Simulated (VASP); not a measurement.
# LiH: single point with PBE

Crystal: LiH.

```xyz
2
Lattice="0.0000 2.0046 2.0046 2.0046 0.0000 2.0046 2.0046 2.0046 0.0000" Properties=species:S:1:pos:R:3 pbc="T T T"
Li    0.0000    0.0000    0.0000
H     2.0046    2.0046    2.0046
```

```yaml
Program: VASP 6.6.1
Task: single point
Functional: PBE
Potentials_or_basis: VASP PAW PBE potentials, release 64 (Li_sv, H)
Cutoff: 520 eV
k_mesh: 8 × 8 × 8
Occupations: gaussian, width 0.05 eV
Spin: no spin polarisation
Dipole_correction: no
Further_INCAR_settings: ALGO = Normal; EDIFF = 1e-06; NBANDS = 9
```

* Band gap on the k mesh: 2.98 eV

Levels at points of the mesh, in eV from the valence-band top:
```
           k point  band 1  band 2  band 3  band 4  band 5  band 6  band 7
(0.00, 0.00, 0.00)  -44.29   -5.43   16.09   17.89   17.89   17.89   22.60
(0.50, 0.00, 0.00)  -44.25   -2.63    4.92   13.66   16.50   16.50   19.07
(0.50, 0.50, 0.00)  -44.23    0.00    2.98   10.81   10.81   13.97   17.27
```

Run time: 7.1 s on 1 thread of Intel Xeon 8259CL, with other jobs on the host, peak memory 0.13 GiB.

 A k mesh can miss the band edges.
